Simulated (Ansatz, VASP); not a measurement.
**Zn3SO2: VASP beside Ansatz**

INCAR

```
  PREC = Accurate
  ENCUT = 520
  EDIFF = 1E-6
  ISMEAR = -1
  SIGMA = 0.02
  LREAL = False
  LASPH = True
  NELM = 60
  ALGO = Normal
  ISIF = 2
  LWAVE = False
  LCHARG = False
  GGA = PE
  NBANDS = 36
```

KPOINTS

```
Automatic mesh
0
Gamma
  10 10 10
```

The input POSCAR:

```
Zn3SO2
1.0
   -1.7445620759      1.7445620759      6.8967029443
    1.7445620759     -1.7445620759      6.8967029443
    1.7445620759      1.7445620759     -6.8967029443
O Zn S
2 3 1
Direct
    0.1798035828      0.1798035828      0.0000000000
    0.8201964172      0.8201964172      0.0000000000
    0.7500000000      0.2500000000      0.5000000000
    0.3938800509      0.8938800509      0.5000000000
    0.1061199491      0.6061199491      0.5000000000
    0.5000000000      0.5000000000      0.0000000000
```

Input for Ansatz:

```yaml
crystal:
  lattice:
    - [-1.7445620759, 1.7445620759, 6.8967029443]
    - [1.7445620759, -1.7445620759, 6.8967029443]
    - [1.7445620759, 1.7445620759, -6.8967029443]
  atoms:
    - { symbol: O, position: [0.1798035828, 0.1798035828, 0.0] }
    - { symbol: Zn, position: [0.75, 0.25, 0.5] }
    - { symbol: O, position: [0.8201964172, 0.8201964172, 0.0] }
    - { symbol: Zn, position: [0.3938800509, 0.8938800509, 0.5] }
    - { symbol: S, position: [0.5, 0.5, 0.0] }
    - { symbol: Zn, position: [0.1061199491, 0.6061199491, 0.5] }
kpoints:
  mp_grid: { grid: [10, 10, 10] }
  band_path:
    path:
      - [[0.0, 0.0, 0.0], [-2.178965214066e-18, 2.178965214066e-18, 0.5], [0.25, 0.25, 0.25], [1.844624733616e-17, 0.5, -1.844624733616e-17], [0.0, 0.0, 0.0], [0.5, 0.5, -0.5], [0.265996678725, 0.734003321275, -0.265996678725]]
      - [[-0.265996678725, 0.265996678725, 0.265996678725], [0.0, 0.0, 0.0]]
      - [[-2.178965214066e-18, 2.178965214066e-18, 0.5], [-0.03199335744992, 0.03199335744992, 0.5]]
      - [[0.5, 0.5, -0.03199335744992], [0.5, 0.5, -0.5]]
    npoints: 10
hamiltonian:
  xc: pbe
scf:
  occupations: { method: fermi_dirac, width: 0.02 }
  n_extra_bands: 5
output:
  forces: true
  stress: true
  eigenvalues: true
  write_density: true
  write_potential: true
  elf: true
  volumetric_format: npy
```

Alike in both runs: task single point; functional PBE; k mesh 10 × 10 × 10; occupations fermi-dirac, width 0.02 eV; no spin polarisation.

|  | VASP | Ansatz |
| --- | --- | --- |
| version | VASP 6.6.1 | Ansatz 0.2.0 |
| potentials or method | VASP PAW PBE potentials, release 64 (O, Zn, S) | plane waves, PAW |
| plane-wave cutoff (eV) | 520 | 420 |
| valence electrons in the cell | 54 | 54 |

```csv
,VASP,Ansatz,Ansatz less VASP
pressure (GPa),4.9,4.4,-0.56
rms of the force components (eV/Å),0.049,0.037,-0.0122
```

The functional is the same, so the differences come from potentials, cutoffs and numerics.
